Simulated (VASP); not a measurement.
# Ge (Fd-3m) in VASP: a series of runs

Runs on Ge. Level: PBE. Tasks: single point.

All numbers are computed with VASP 6.6.1; they aren't measurements. Logs are shortened: lines on timing, memory, paths and dates and some standing lists are left out, and cuts for length are marked.

## 1. The cell of the first run

Symmetry: Fd-3m, No. 227, cubic system. The conventional cell has a = 5.503 Å, b = 5.503 Å, c = 5.503 Å, α = 90.00°, β = 90.00°, γ = 90.00°. Within 3.1 Å of Ge (site symmetry -43m) lie 4 Ge at 2.38 Å.

## 2. Single point, PBE

INCAR

```
SYSTEM = Ge
PREC = Accurate
ENCUT = 500
EDIFF = 1E-6
ISMEAR = 0
SIGMA = 0.01
LREAL = .False.
LASPH = .True.
NELM = 120
ALGO = Normal
ISIF = 2
LWAVE = .False.
LCHARG = .True.
GGA = PE
LELF = .True.
LVHAR = .True.
NBANDS = 21
GGA_COMPAT = .False.
```

KPOINTS

```
regular mesh
0
Gamma
  6 6 6
  0 0 0
```

POSCAR

```
Ge
1.0
    0.0000000000      2.7513662564      2.7513662564
    2.7513662564      0.0000000000      2.7513662564
    2.7513662564      2.7513662564      0.0000000000
Ge
2
Direct
    0.0000000000      0.0000000000      0.0000000000
    0.2500000000      0.2500000000      0.2500000000
```

Potentials or basis: VASP PAW PBE potentials, release 64 (Ge_d).

On the command line:

```
$ cat potpaw_PBE.64/Ge_d/POTCAR > POTCAR
$ mpirun -np 1 vasp_std > vasp.out
```

OUTCAR:

```text
SYSTEM = Ge
   PREC = Accurate
   ENCUT = 500
   EDIFF = 1E-6
   ISMEAR = 0
   LREAL = .False.
   LASPH = .True.
   NELM = 120
   ISIF = 2
   GGA = PE

 ion  position               nearest neighbor table
   1  0.000  0.000  0.000-   2 2.38   2 2.38   2 2.38   2 2.38
   2  0.250  0.250  0.250-   1 2.38   1 2.38   1 2.38   1 2.38

  LATTYP: Found a face centered cubic cell.
 ALAT       =     5.5027325128

  Lattice vectors:

 A1 = (   0.0000000000,   2.7513662564,   2.7513662564)
 A2 = (   2.7513662564,   0.0000000000,   2.7513662564)
 A3 = (   2.7513662564,   2.7513662564,   0.0000000000)

Analysis of symmetry for initial positions (statically):
=====================================================================
 Subroutine PRICEL returns:
 Original cell was already a primitive cell.

 Routine SETGRP: Setting up the symmetry group for a
 face centered cubic supercell.

 Subroutine GETGRP returns: Found 48 space group operations
 (whereof 24 operations were pure point group operations)
 out of a pool of 48 trial point group operations.

The static configuration has the point symmetry T_d .
 The point group associated with its full space group is O_h .

Analysis of symmetry for dynamics (positions and initial velocities):
=====================================================================
 Subroutine PRICEL returns:
 Original cell was already a primitive cell.

 Routine SETGRP: Setting up the symmetry group for a
 face centered cubic supercell.

 Subroutine GETGRP returns: Found 48 space group operations
 (whereof 24 operations were pure point group operations)
 out of a pool of 48 trial point group operations.

The dynamic configuration has the point symmetry T_d .
 The point group associated with its full space group is O_h .

 Subroutine INISYM returns: Found 48 space group operations
 (whereof 24 operations are pure point group operations),
 and found     1 'primitive' translations

----------------------------------------------------------------------------------------

                                     Primitive cell

  volume of cell :      41.6558

  direct lattice vectors                    reciprocal lattice vectors
     0.000000000  2.751366256  2.751366256    -0.181727896  0.181727896  0.181727896
     2.751366256  0.000000000  2.751366256     0.181727896 -0.181727896  0.181727896
     2.751366256  2.751366256  0.000000000     0.181727896  0.181727896 -0.181727896

  length of vectors
     3.891019475  3.891019475  3.891019475     0.314761948  0.314761948  0.314761948

  position of ions in fractional coordinates (direct lattice)
     0.000000000  0.000000000  0.000000000
     0.250000000  0.250000000  0.250000000

  ion indices of the primitive-cell ions
   primitive index   ion index
                 1           1
                 2           2

----------------------------------------------------------------------------------------

 KPOINTS: regular mesh

Automatic generation of k-mesh.
 Grid dimensions read from file:
 generate k-points for:    6    6    6

 Generating k-lattice:

  Cartesian coordinates                     Fractional coordinates (reciprocal lattice)
    -0.030287983  0.030287983  0.030287983     0.166666667  0.000000000  0.000000000
     0.030287983 -0.030287983  0.030287983     0.000000000  0.166666667  0.000000000
     0.030287983  0.030287983 -0.030287983     0.000000000  0.000000000  0.166666667

  Length of vectors
     0.052460325  0.052460325  0.052460325

  Shift w.r.t. Gamma in fractional coordinates (k-lattice)
     0.000000000  0.000000000  0.000000000

 Subroutine IBZKPT returns following result:
 ===========================================

 Found     16 irreducible k-points:

 Following reciprocal coordinates:
            Coordinates               Weight
  0.000000  0.000000  0.000000      1.000000
  0.166667  0.000000  0.000000      8.000000
  0.333333  0.000000  0.000000      8.000000
  0.500000  0.000000  0.000000      4.000000
  0.166667  0.166667  0.000000      6.000000
  0.333333  0.166667  0.000000     24.000000
[... 8 lines left out ...]
 -0.333333  0.333333  0.166667     24.000000
 -0.333333  0.500000  0.166667     12.000000
   k-points           NKPTS =     16   k-points in BZ     NKDIM =     16   number of bands    NBANDS=     21
   number of dos      NEDOS =    301   number of ions     NIONS =      2
   total plane-waves  NPLWV =  21952
   dimension x,y,z NGX =    28 NGY =   28 NGZ =   28
   dimension x,y,z NGXF=    56 NGYF=   56 NGZF=   56
   ions per type =               2
   NGX,Y,Z   is equivalent  to a cutoff of  11.96, 11.96, 11.96 a.u.
   NGXF,Y,Z  is equivalent  to a cutoff of  23.93, 23.93, 23.93 a.u.
 SYSTEM =  Ge
   PREC   = accura    normal or accurate (medium, high low for compatibility)
   ISTART =      0    job   : 0-new  1-cont  2-samecut
   ICHARG =      2    charge: 1-file 2-atom 10-const
   ISPIN  =      1    spin polarized calculation?
   LNONCOLLINEAR =      F non collinear calculations
   LSORBIT =      F    spin-orbit coupling
   LASPH  =      T    aspherical Exc in radial PAW
   ENCUT  =  500.0 eV  36.75 Ry    6.06 a.u.   7.09  7.09  7.09*2*pi/ulx,y,z
   NELM   =    120;   NELMIN=  2; NELMDL= -5     # of ELM steps
   EDIFF  = 0.1E-05   stopping-criterion for ELM
   LREAL  =      F    real-space projection
   EDIFFG = 0.1E-04   stopping-criterion for IOM
   NSW    =      0    number of steps for IOM
   IBRION =     -1    ionic relax: 0-MD 1-quasi-New 2-CG
   NFREE  =      0    steps in history (QN), initial steepest desc. (CG)
   ISIF   =      2    stress and relaxation
   ISYM   =      2    0-nonsym 1-usesym 2-fastsym
   POTIM  = 0.5000    time-step for ionic-motion
   TEBEG  =    0.0;   TEEND  =   0.0 temperature during run
   PSTRESS=    0.0 pullay stress
   NELECT =      28.0000    total number of electrons
   NUPDOWN=      -1.0000    fix difference up-down
   EMIN   =  10.00;   EMAX   =-10.00  energy-range for DOS
   EFERMI =   0.00;   METHOD = LEGACY
   ISMEAR =     0;   SIGMA  =   0.01  broadening in eV -4-tet -1-fermi 0-gaus
   EFERMI_NEDOS =   21; number of points for ismear=-14 and -15
   IALGO  =     38    algorithm
   IMIX   =      4    mixing-type and parameters
     AMIX     =   0.40;   BMIX     =  1.00
     AMIX_MAG =   1.60;   BMIX_MAG =  1.00
  volume/ion in A,a.u.               =      20.83       140.55
  Fermi-wavevector in a.u.,A,eV,Ry     =   1.434066  2.709992 27.980993  2.056545
  Thomas-Fermi vector in A             =   2.553515
   LORBIT       =      0    0 simple, 1 ext, 2 COOP (PROOUT), +10 PAW based schemes
   GGA     = PE    functional components
   LHFCALC =     F    Hartree Fock is set to
   AEXX    =    0.0000 exact exchange contribution
   IVDW    =     0    specifies the selected vdW correction
   LEPSILON=     F    determine dielectric tensor
   LRPA    =     F    only Hartree local field effects (RPA)
 non-spin polarized calculation
 Gauss-broadening in eV      SIGMA  =   0.01
  energy-cutoff  :      500.00
  volume of cell :       41.66
 maximum number of plane-waves:      1067
   NGX = 15   NGY = 15   NGZ = 15

 number of electron      28.0000018 magnetization

 Free energy of the ion-electron system (eV)
  ---------------------------------------------------
  ext. energy  EPLUGINS =         0.00000000
  ---------------------------------------------------
  free energy    TOTEN  =        -8.80510587 eV

  energy without entropy =       -8.80510587  energy(sigma->0) =       -8.80510587

 E-fermi :   5.9821     XC(G=0): -10.3203

 val. band max:        5.8534202931   @ k =   0.0000   0.0000   0.0000
 cond. band min:       6.3051676609   @ k =   0.5000   0.0000   0.0000
 fundamental gap:      0.4517473678
 Fermi energy:         5.9821010797

 k-point     1 :       0.0000    0.0000    0.0000
  band No.  band energies     occupation
      1     -19.1001      2.00000
      2     -19.1001      2.00000
      3     -19.1001      2.00000
      4     -19.0573      2.00000
      5     -19.0573      2.00000
      6     -18.7971      2.00000
[... 13 lines left out ...]
     20      15.5561      0.00000
     21      15.5561      0.00000

 k-point     2 :       0.1667    0.0000    0.0000
  band No.  band energies     occupation
      1     -19.1151      2.00000
      2     -19.1151      2.00000
      3     -19.0950      2.00000
      4     -19.0351      2.00000
      5     -19.0351      2.00000
      6     -18.8157      2.00000
[... 13 lines left out ...]
     20      14.3117      0.00000
     21      14.3117      0.00000

 k-point     3 :       0.3333    0.0000    0.0000
  band No.  band energies     occupation
      1     -19.1273      2.00000
      2     -19.1273      2.00000
      3     -19.0846      2.00000
      4     -19.0116      2.00000
      5     -19.0116      2.00000
      6     -18.8319      2.00000
[... 13 lines left out ...]
     20      15.0368      0.00000
     21      15.0368      0.00000

 k-point     4 :       0.5000    0.0000    0.0000
  band No.  band energies     occupation
      1     -19.1298      2.00000
      2     -19.1298      2.00000
      3     -19.0793      2.00000
      4     -19.0054      2.00000
      5     -19.0054      2.00000
      6     -18.8349      2.00000
[... 13 lines left out ...]
     20      17.5193      0.00000
     21      17.5193      0.00000

 k-point     5 :       0.1667    0.1667    0.0000
  band No.  band energies     occupation
      1     -19.1129      2.00000
      2     -19.1116      2.00000
      3     -19.1116      2.00000
      4     -19.0374      2.00000
      5     -19.0096      2.00000
      6     -18.8593      2.00000
[... 13 lines left out ...]
     20      14.5937      0.00000
     21      16.0500      0.00000
[... 190 lines left out ...]
     20      18.3384      0.00000
     21      19.1707      0.00000

 k-point    14 :       0.5000    0.3333    0.1667
  band No.  band energies     occupation
      1     -19.1483      2.00000
      2     -19.1451      2.00000
      3     -19.0533      2.00000
      4     -18.9859      2.00000
      5     -18.9424      2.00000
      6     -18.9246      2.00000
[... 13 lines left out ...]
     20      16.2662      0.00000
     21      18.8881      0.00000

 k-point    15 :      -0.3333    0.3333    0.1667
  band No.  band energies     occupation
      1     -19.1611      2.00000
      2     -19.1483      2.00000
      3     -19.0263      2.00000
      4     -18.9637      2.00000
      5     -18.9346      2.00000
      6     -18.9260      2.00000
[... 13 lines left out ...]
     20      18.1999      0.00000
     21      18.3792      0.00000

 k-point    16 :      -0.3333    0.5000    0.1667
  band No.  band energies     occupation
      1     -19.1552      2.00000
      2     -19.1552      2.00000
      3     -19.0018      2.00000
      4     -19.0018      2.00000
      5     -18.9173      2.00000
      6     -18.9173      2.00000
[... 13 lines left out ...]
     20      17.5670      0.00000
     21      19.4103      0.00000

------------------------ aborting loop because EDIFF is reached ----------------------------------------

  FORCE on cell =-STRESS in cart. coord.  units (eV):
  Direction    XX          YY          ZZ          XY          YZ          ZX
  --------------------------------------------------------------------------------------
  -------------------------------------------------------------------------------------
  Total        2.8820120      2.8820120      2.8820120      0.0000000      0.0000000      0.0000000
  in kB      110.8488381    110.8488381    110.8488381      0.0000000      0.0000000      0.0000000
  external PRESSURE =     110.8488381 kB  Pullay stress =       0.0000000 kB

 VOLUME and BASIS-vectors are now :
 -----------------------------------------------------------------------------
  energy-cutoff  :      500.00
  volume of cell :       41.66
      direct lattice vectors                 reciprocal lattice vectors
     0.000000000  2.751366256  2.751366256    -0.181727896  0.181727896  0.181727896
     2.751366256  0.000000000  2.751366256     0.181727896 -0.181727896  0.181727896
     2.751366256  2.751366256  0.000000000     0.181727896  0.181727896 -0.181727896

 POSITION                                       TOTAL-FORCE (eV/Angst)
 -----------------------------------------------------------------------------------
      0.00000      0.00000      0.00000         0.000000      0.000000      0.000000
      1.37568      1.37568      1.37568        -0.000000     -0.000000     -0.000000
 -----------------------------------------------------------------------------------
    total drift:                                0.000000      0.000000      0.000000

  FREE ENERGIE OF THE ION-ELECTRON SYSTEM (eV)
  ---------------------------------------------------
  free  energy   TOTEN  =        -8.8051058688 eV

  energy  without entropy=       -8.8051058688  energy(sigma->0) =       -8.80510587
```

It took 12 s on 1 thread of Intel Xeon Platinum 8259CL at 2.50GHz (Skylake/Cascade Lake), shared host; peak memory 0.15 GiB.

What came out:

```yaml
Free_energy: -8.8051 eV
Pressure: 11.1 GPa
Band_gap_on_the_k_mesh: 0.45 eV (least direct gap 0.82 eV)
```

Caveat: the cell stands under pressure. A k mesh can miss the band edges.

## 3. Single point, PBE

This run uses another cell than the first one, of 21.43 Å³/atom.

INCAR

```
SYSTEM = Ge
  PREC = Accurate
  ENCUT = 500
  EDIFF = 1E-6
  ISMEAR = 0
  SIGMA = 0.01
  LREAL = .False.
  LASPH = .True.
  NELM = 120
  ALGO = Normal
  ISIF = 2
  LWAVE = .False.
  LCHARG = .False.
  GGA = PE
  NBANDS = 21
  GGA_COMPAT = .False.
```

KPOINTS is that of step 2.

POSCAR

```
Ge
1.0
    0.0000000000      2.7776967199      2.7776967199
    2.7776967199      0.0000000000      2.7776967199
    2.7776967199      2.7776967199      0.0000000000
Ge
2
Direct
    0.0000000000      0.0000000000      0.0000000000
    0.2500000000      0.2500000000      0.2500000000
```

Potentials or basis: VASP PAW PBE potentials, release 64 (Ge_d).

On the command line:

```
$ cat potpaw_PBE.64/Ge_d/POTCAR > POTCAR
$ mpirun -np 1 vasp_std > vasp.out
```

Run time: 14 s. Hardware: 1 thread of Intel Xeon Platinum 8259CL at 2.50GHz (Skylake/Cascade Lake), shared host; peak memory 0.16 GiB.

It converged, with:

* Free energy: -8.8780 eV
* Pressure: 8.1 GPa
* Band gap on the k mesh: 0.36 eV (least direct gap 0.55 eV)

Levels at points of the mesh, in eV from the valence-band top:
```
           k point  band 12  band 13  band 14  band 15  band 16  band 17
(0.00, 0.00, 0.00)     0.00     0.00     0.00     0.55     2.57     2.57
(0.50, 0.00, 0.00)    -7.87    -1.49    -1.49     0.36     3.77     3.77
(0.50, 0.50, 0.00)    -9.10    -3.27    -3.27     0.68     0.68     9.98
```

Caveat: the cell stands under pressure.

## 4. Single point, PBE

This run uses another cell than the first one, of 22.04 Å³/atom.

INCAR

```
PREC = Accurate
ENCUT = 500
EDIFF = 1E-6
ISMEAR = 0
SIGMA = 0.01
LREAL = False
LASPH = True
NELM = 120
ALGO = Normal
ISIF = 2
LWAVE = False
LCHARG = False
GGA = PE
NBANDS = 21
GGA_COMPAT = False
```

KPOINTS

```
regular mesh
0
Gamma
  6 6 6
```

POSCAR

```
Ge
1.0
    0.0000000000      2.8035372431      2.8035372431
    2.8035372431      0.0000000000      2.8035372431
    2.8035372431      2.8035372431      0.0000000000
Ge
2
Direct
    0.0000000000      0.0000000000      0.0000000000
    0.2500000000      0.2500000000      0.2500000000
```

On the command line:

```
$ cat potpaw_PBE.64/Ge_d/POTCAR > POTCAR
$ mpirun -np 1 vasp_std > vasp.out
```

It took 14 s on 1 thread of Intel Xeon Platinum 8259CL at 2.50GHz (Skylake/Cascade Lake), shared host; peak memory 0.16 GiB.

The run converged. Its results:

```
Free energy            : -8.9301 eV
Pressure               : 5.5 GPa
Band gap on the k mesh : 0.27 eV (least direct gap 0.29 eV)
```

Levels at points of the mesh, in eV from the valence-band top:
```csv
k point,band 12,band 13,band 14,band 15,band 16,band 17
"(0.00, 0.00, 0.00)",0.00,0.00,0.00,0.29,2.56,2.56
"(0.50, 0.00, 0.00)",-7.73,-1.45,-1.45,0.27,3.76,3.76
"(0.50, 0.50, 0.00)",-8.99,-3.17,-3.17,0.72,0.72,9.74
```

Caveat: the cell stands under pressure. A k mesh can miss the band edges.

## 5. Overview

| cell | gap on the mesh (eV) | pressure (GPa) |
| --- | --- | --- |
| a = 3.891 Å, angles 60.0°, 2 atoms | 0.45 | 11.1 |
| a = 3.928 Å, angles 60.0°, 2 atoms | 0.36 | 8.1 |
| a = 3.965 Å, angles 60.0°, 2 atoms | 0.27 | 5.5 |

Alike in all rows: task single point; level PBE; potentials or basis VASP PAW PBE potentials, release 64 (Ge_d); no spin polarisation; k mesh 6 × 6 × 6; cutoff (eV) 500; smearing gaussian 0.01 eV.

Caveats: the cell stands under pressure.

Absolute energies hang on the potentials; compare differences alone.
